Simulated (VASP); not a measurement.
# NiO2 (P-3m1) in VASP: a series of runs

The runs below take NiO2 through single point, with PBEsol.

All numbers are computed with VASP 6.6.1; they aren't measurements. Logs are shortened: lines on timing, memory, paths and dates and some standing lists are left out, and cuts for length are marked.

### 1 The cell of the first run

Symmetry: P-3m1, No. 164, trigonal system. Conventional cell: a = 2.713 Å, b = 2.713 Å, c = 5.234 Å, α = 90.00°, β = 90.00°, γ = 120.00°. Within 2.5 Å of Ni (site symmetry -3m) lie 6 O at 1.92 Å. O (site symmetry 3m) has 3 Ni at 1.92 Å within 2.5 Å.

### 2 Single point, PBEsol (c/a of the conventional cell at fixed volume 1.9290)

Contents of INCAR:

```
SYSTEM = NiO2
  PREC = Accurate
  ENCUT = 520
  EDIFF = 1E-7
  ISMEAR = 0
  SIGMA = 0.05
  LREAL = .False.
  LASPH = .True.
  NELM = 80
  ALGO = Normal
  ISIF = 2
  LWAVE = .False.
  LCHARG = .True.
  GGA = PS
  LELF = .True.
  LVHAR = .True.
  NBANDS = 18
```

Contents of KPOINTS:

```
Automatic mesh
0
Gamma
  12 12 6
  0 0 0
```

Contents of POSCAR:

```
NiO2
1.0
    2.7134934025      0.0000000000      0.0000000000
   -1.3567467013      2.3499542196      0.0000000000
    0.0000000000      0.0000000000      5.2343287735
Ni O
1 2
Direct
    0.0000000000      0.0000000000      0.5000000000
    0.6666666667      0.3333333333      0.7127976082
    0.3333333333      0.6666666667      0.2872023918
```

Potentials or basis: VASP PAW PBE potentials, release 64 (Ni, O).

Command:

```sh
$ cat potpaw_PBE.64/Ni/POTCAR potpaw_PBE.64/O/POTCAR > POTCAR
$ mpirun -np 1 vasp_std > vasp.out
```

OUTCAR:

```text
SYSTEM = NiO2
   PREC = Accurate
   ENCUT = 520
   EDIFF = 1E-7
   ISMEAR = 0
   LREAL = .False.
   LASPH = .True.
   NELM = 80
   ISIF = 2
   GGA = PS

 ion  position               nearest neighbor table
   1  0.000  0.000  0.500-   2 1.92   3 1.92   2 1.92   3 1.92   2 1.92   3 1.92
   2  0.667  0.333  0.713-   1 1.92   1 1.92   1 1.92
   3  0.333  0.667  0.287-   1 1.92   1 1.92   1 1.92

  LATTYP: Found a hexagonal cell.
 ALAT       =     2.7134934025
 C/A-ratio  =     1.9290000000

  Lattice vectors:

 A1 = (   2.7134934025,   0.0000000000,   0.0000000000)
 A2 = (  -1.3567467013,   2.3499542196,   0.0000000000)
 A3 = (   0.0000000000,   0.0000000000,   5.2343287735)

Analysis of symmetry for initial positions (statically):
=====================================================================
 Subroutine PRICEL returns:
 Original cell was already a primitive cell.

 Routine SETGRP: Setting up the symmetry group for a
 hexagonal supercell.

 Subroutine GETGRP returns: Found 12 space group operations
 (whereof 12 operations were pure point group operations)
 out of a pool of 24 trial point group operations.

The static configuration has the point symmetry D_3d.

Analysis of symmetry for dynamics (positions and initial velocities):
=====================================================================
 Subroutine PRICEL returns:
 Original cell was already a primitive cell.

 Routine SETGRP: Setting up the symmetry group for a
 hexagonal supercell.

 Subroutine GETGRP returns: Found 12 space group operations
 (whereof 12 operations were pure point group operations)
 out of a pool of 24 trial point group operations.

The dynamic configuration has the point symmetry D_3d.

 Subroutine INISYM returns: Found 12 space group operations
 (whereof 12 operations are pure point group operations),
 and found     1 'primitive' translations

----------------------------------------------------------------------------------------

                                     Primitive cell

  volume of cell :      33.3771

  direct lattice vectors                    reciprocal lattice vectors
     2.713493403  0.000000000  0.000000000     0.368528628  0.212770102  0.000000000
    -1.356746701  2.349954220  0.000000000     0.000000000  0.425540205  0.000000000
     0.000000000  0.000000000  5.234328773     0.000000000  0.000000000  0.191046463

  length of vectors
     2.713493403  2.713493403  5.234328773     0.425540205  0.425540205  0.191046463

  position of ions in fractional coordinates (direct lattice)
     0.000000000  0.000000000  0.500000000
     0.666666667  0.333333333  0.712797608
     0.333333333  0.666666667  0.287202392

  ion indices of the primitive-cell ions
   primitive index   ion index
                 1           1
                 2           2
                 3           3

----------------------------------------------------------------------------------------

 KPOINTS: Automatic mesh

Automatic generation of k-mesh.
 Grid dimensions read from file:
 generate k-points for:   12   12    6

 Generating k-lattice:

  Cartesian coordinates                     Fractional coordinates (reciprocal lattice)
     0.030710719  0.017730842  0.000000000     0.083333333  0.000000000  0.000000000
     0.000000000  0.035461684  0.000000000     0.000000000  0.083333333  0.000000000
     0.000000000  0.000000000  0.031841077     0.000000000  0.000000000  0.166666667

  Length of vectors
     0.035461684  0.035461684  0.031841077

  Shift w.r.t. Gamma in fractional coordinates (k-lattice)
     0.000000000  0.000000000  0.000000000

 Subroutine IBZKPT returns following result:
 ===========================================

 Found    100 irreducible k-points:

 Following reciprocal coordinates:
            Coordinates               Weight
  0.000000  0.000000  0.000000      1.000000
  0.083333  0.000000  0.000000      6.000000
  0.166667  0.000000  0.000000      6.000000
  0.250000  0.000000  0.000000      6.000000
  0.333333  0.000000  0.000000      6.000000
  0.416667  0.000000  0.000000      6.000000
[... 16 lines left out ...]
  0.166667  0.000000  0.166667      6.000000
  0.000000  0.166667  0.166667      6.000000
 [... further k-points ...]
   k-points           NKPTS =    100   k-points in BZ     NKDIM =    100   number of bands    NBANDS=     18
   number of dos      NEDOS =    301   number of ions     NIONS =      3
   total plane-waves  NPLWV =  16000
   dimension x,y,z NGX =    20 NGY =   20 NGZ =   40
   dimension x,y,z NGXF=    40 NGYF=   40 NGZF=   80
   ions per type =               1   2
   NGX,Y,Z   is equivalent  to a cutoff of  12.25, 12.25, 12.70 a.u.
   NGXF,Y,Z  is equivalent  to a cutoff of  24.51, 24.51, 25.41 a.u.
 SYSTEM =  NiO2
   PREC   = accura    normal or accurate (medium, high low for compatibility)
   ISTART =      0    job   : 0-new  1-cont  2-samecut
   ICHARG =      2    charge: 1-file 2-atom 10-const
   ISPIN  =      1    spin polarized calculation?
   LNONCOLLINEAR =      F non collinear calculations
   LSORBIT =      F    spin-orbit coupling
   LASPH  =      T    aspherical Exc in radial PAW
   ENCUT  =  520.0 eV  38.22 Ry    6.18 a.u.   5.05  5.05  9.73*2*pi/ulx,y,z
   NELM   =     80;   NELMIN=  2; NELMDL= -5     # of ELM steps
   EDIFF  = 0.1E-06   stopping-criterion for ELM
   LREAL  =      F    real-space projection
   EDIFFG = 0.1E-05   stopping-criterion for IOM
   NSW    =      0    number of steps for IOM
   IBRION =     -1    ionic relax: 0-MD 1-quasi-New 2-CG
   NFREE  =      0    steps in history (QN), initial steepest desc. (CG)
   ISIF   =      2    stress and relaxation
   ISYM   =      2    0-nonsym 1-usesym 2-fastsym
   POTIM  = 0.5000    time-step for ionic-motion
   TEBEG  =    0.0;   TEEND  =   0.0 temperature during run
   PSTRESS=    0.0 pullay stress
   NELECT =      22.0000    total number of electrons
   NUPDOWN=      -1.0000    fix difference up-down
   EMIN   =  10.00;   EMAX   =-10.00  energy-range for DOS
   EFERMI =   0.00;   METHOD = LEGACY
   ISMEAR =     0;   SIGMA  =   0.05  broadening in eV -4-tet -1-fermi 0-gaus
   EFERMI_NEDOS =   21; number of points for ismear=-14 and -15
   IALGO  =     38    algorithm
   IMIX   =      4    mixing-type and parameters
     AMIX     =   0.40;   BMIX     =  1.00
     AMIX_MAG =   1.60;   BMIX_MAG =  1.00
  volume/ion in A,a.u.               =      11.13        75.08
  Fermi-wavevector in a.u.,A,eV,Ry     =   1.424730  2.692350 27.617874  2.029856
  Thomas-Fermi vector in A             =   2.545190
   LORBIT       =      0    0 simple, 1 ext, 2 COOP (PROOUT), +10 PAW based schemes
   GGA     = PS    functional components
   LHFCALC =     F    Hartree Fock is set to
   AEXX    =    0.0000 exact exchange contribution
   IVDW    =     0    specifies the selected vdW correction
   LEPSILON=     F    determine dielectric tensor
   LRPA    =     F    only Hartree local field effects (RPA)
 non-spin polarized calculation
 Gauss-broadening in eV      SIGMA  =   0.05
  energy-cutoff  :      520.00
  volume of cell :       33.38
 maximum number of plane-waves:       924
   NGX = 11   NGY = 11   NGZ = 19

 number of electron      21.9999986 magnetization

 Free energy of the ion-electron system (eV)
  ---------------------------------------------------
  ext. energy  EPLUGINS =         0.00000000
  ---------------------------------------------------
  free energy    TOTEN  =       -18.33339203 eV

  energy without entropy =      -18.33339203  energy(sigma->0) =      -18.33339203

 E-fermi :   1.8880     XC(G=0): -10.6188

 val. band max:        1.6164548819   @ k =   0.1667   0.0000   0.5000
 cond. band min:       2.6432559442   @ k =   0.2500   0.0000   0.3333
 fundamental gap:      1.0268010623
 Fermi energy:         1.8879990943

 k-point     1 :       0.0000    0.0000    0.0000
  band No.  band energies     occupation
      1     -17.1870      2.00000
      2     -15.5697      2.00000
      3      -3.9478      2.00000
      4      -2.6701      2.00000
      5      -2.6701      2.00000
      6      -0.1677      2.00000
[... 10 lines left out ...]
     17      22.9200      0.00000
     18      22.9201      0.00000

 k-point     2 :       0.0833    0.0000    0.0000
  band No.  band energies     occupation
      1     -17.0934      2.00000
      2     -15.5440      2.00000
      3      -3.8309      2.00000
      4      -2.7760      2.00000
      5      -2.6261      2.00000
      6      -0.3809      2.00000
[... 10 lines left out ...]
     17      21.7153      0.00000
     18      22.9886      0.00000

 k-point     3 :       0.1667    0.0000    0.0000
  band No.  band energies     occupation
      1     -16.8269      2.00000
      2     -15.4738      2.00000
      3      -3.5041      2.00000
      4      -2.9979      2.00000
      5      -2.5181      2.00000
      6      -1.1180      2.00000
[... 10 lines left out ...]
     17      19.7844      0.00000
     18      22.0603      0.00000

 k-point     4 :       0.2500    0.0000    0.0000
  band No.  band energies     occupation
      1     -16.4332      2.00000
      2     -15.3811      2.00000
      3      -3.2917      2.00000
      4      -2.9443      2.00000
      5      -2.4186      2.00000
      6      -2.1244      2.00000
[... 375 lines left out ...]
      4      -2.7842      2.00000
      5      -2.6243      2.00000
      6      -0.3804      2.00000
[... 10 lines left out ...]
     17      21.5626      0.00000
     18      22.3766      0.00000

 k-point    23 :       0.1667    0.0000    0.1667
  band No.  band energies     occupation
      1     -16.8145      2.00000
      2     -15.4919      2.00000
      3      -3.4630      2.00000
      4      -2.9846      2.00000
      5      -2.5203      2.00000
      6      -1.1259      2.00000
[... 10 lines left out ...]
     17      19.8077      0.00000
     18      21.5941      0.00000

 k-point    24 :       0.0000    0.1667    0.1667
  band No.  band energies     occupation
      1     -16.8134      2.00000
      2     -15.4937      2.00000
      3      -3.4166      2.00000
      4      -3.0281      2.00000
      5      -2.5154      2.00000
      6      -1.1106      2.00000
[... 10 lines left out ...]
     17      19.8563      0.00000
     18      21.9527      0.00000

 [... further k-points ...]

------------------------ aborting loop because EDIFF is reached ----------------------------------------

  FORCE on cell =-STRESS in cart. coord.  units (eV):
  Direction    XX          YY          ZZ          XY          YZ          ZX
  --------------------------------------------------------------------------------------
  -------------------------------------------------------------------------------------
  Total       -0.8369028     -0.8369028     -5.4343609      0.0000000     -0.0000000     -0.0000000
  in kB      -40.1731999    -40.1731999   -260.8614411      0.0000000     -0.0000000     -0.0000000
  external PRESSURE =    -113.7359469 kB  Pullay stress =       0.0000000 kB

 VOLUME and BASIS-vectors are now :
 -----------------------------------------------------------------------------
  energy-cutoff  :      520.00
  volume of cell :       33.38
      direct lattice vectors                 reciprocal lattice vectors
     2.713493403  0.000000000  0.000000000     0.368528628  0.212770102  0.000000000
    -1.356746701  2.349954220  0.000000000     0.000000000  0.425540205  0.000000000
     0.000000000  0.000000000  5.234328773     0.000000000  0.000000000  0.191046463

 POSITION                                       TOTAL-FORCE (eV/Angst)
 -----------------------------------------------------------------------------------
      0.00000      0.00000      2.61716         0.000000      0.000000      0.000000
      1.35675      0.78332      3.73102        -0.000000      0.000000     -2.415938
     -0.00000      1.56664      1.50331         0.000000      0.000000      2.415938
 -----------------------------------------------------------------------------------
    total drift:                               -0.000000      0.000000      0.000000

  FREE ENERGIE OF THE ION-ELECTRON SYSTEM (eV)
  ---------------------------------------------------
  free  energy   TOTEN  =       -18.3333920275 eV

  energy  without entropy=      -18.3333920275  energy(sigma->0) =      -18.33339203
```

It took 38 s on 1 thread of Intel Xeon Platinum 8488C (Sapphire Rapids), shared host; peak memory 0.18 GiB.

What came out:

```yaml
Free_energy: -18.3334 eV
Pressure: -11.4 GPa
Largest_force: 2.416 eV/Å
Band_gap_on_the_k_mesh: 1.03 eV, indirect (least direct gap 1.09 eV)
```

Forces on the atoms (eV/Å):
```
Ni   0.000  0.000  0.000
O    0.000  0.000 -2.416
O    0.000  0.000  2.416
```

Stress tensor (GPa, compression positive):
```
 -4.02   0.00   0.00
  0.00  -4.02   0.00
  0.00   0.00 -26.09
```

Caveat: the PAW data sets were made with another functional, which shifts forces and pressure a little. A k mesh can miss the band edges.

### 3 Single point, PBEsol (c/a of the conventional cell at fixed volume 1.6433)

Contents of INCAR:

```
SYSTEM = NiO2
ALGO = Normal
EDIFF = 1E-6
ENCUT = 520
GGA = PS
ISIF = 2
ISMEAR = 0
LASPH = .TRUE.
LCHARG = .FALSE.
LREAL = .FALSE.
LWAVE = .FALSE.
NBANDS = 18
NELM = 100
PREC = Accurate
SIGMA = 0.05
```

Contents of KPOINTS:

```
k-points
0
G
  12 12 6
  0 0 0
```

Contents of POSCAR:

```
NiO2
1.0
    2.8624235356      0.0000000000      0.0000000000
   -1.4312117678      2.4789314982      0.0000000000
    0.0000000000      0.0000000000      4.7038205961
Ni O
1 2
Direct
    0.0000000000      0.0000000000      0.5000000000
    0.6666666667      0.3333333333      0.7379352920
    0.3333333333      0.6666666667      0.2620647080
```

Potentials or basis: VASP PAW PBE potentials, release 64 (Ni, O).

Command:

```sh
$ cat potpaw_PBE.64/Ni/POTCAR potpaw_PBE.64/O/POTCAR > POTCAR
$ mpirun -np 1 vasp_std > vasp.out
```

Wall time 32 s (1 thread of Intel Xeon Platinum 8488C (Sapphire Rapids), shared host); peak memory 0.19 GiB.

The run converged. Its results:

```yaml
Free_energy: -17.9818 eV
Pressure: -27.2 GPa
Largest_force: 3.051 eV/Å
Band_gap_on_the_k_mesh: 0.60 eV, indirect (least direct gap 0.65 eV)
```

Forces in eV/Å, atoms in the order of the input:
```
Ni   0.000  0.000  0.000
O    0.000  0.000 -3.051
O    0.000  0.000  3.051
```

Stress tensor (GPa, compression positive):
```
-24.30   0.00   0.00
  0.00 -24.30   0.00
  0.00   0.00 -33.12
```

Levels at points of the mesh, in eV from the valence-band top:
| k point | band 9 | band 10 | band 11 | band 12 | band 13 | band 14 |
| --- | --- | --- | --- | --- | --- | --- |
| (0.00, 0.00, 0.00) | -0.55 | -0.55 | -0.36 | 1.63 | 1.63 | 6.51 |
| (0.50, 0.00, 0.00) | -1.49 | -1.21 | -0.69 | 1.32 | 1.65 | 10.99 |
| (0.00, 0.00, 0.50) | -0.64 | -0.64 | -0.37 | 1.71 | 1.71 | 8.02 |
| (0.50, 0.00, 0.50) | -1.31 | -1.21 | -0.74 | 1.35 | 1.50 | 10.68 |

Caveat: the PAW data sets were made with another functional, which shifts forces and pressure a little. A k mesh can miss the band edges.
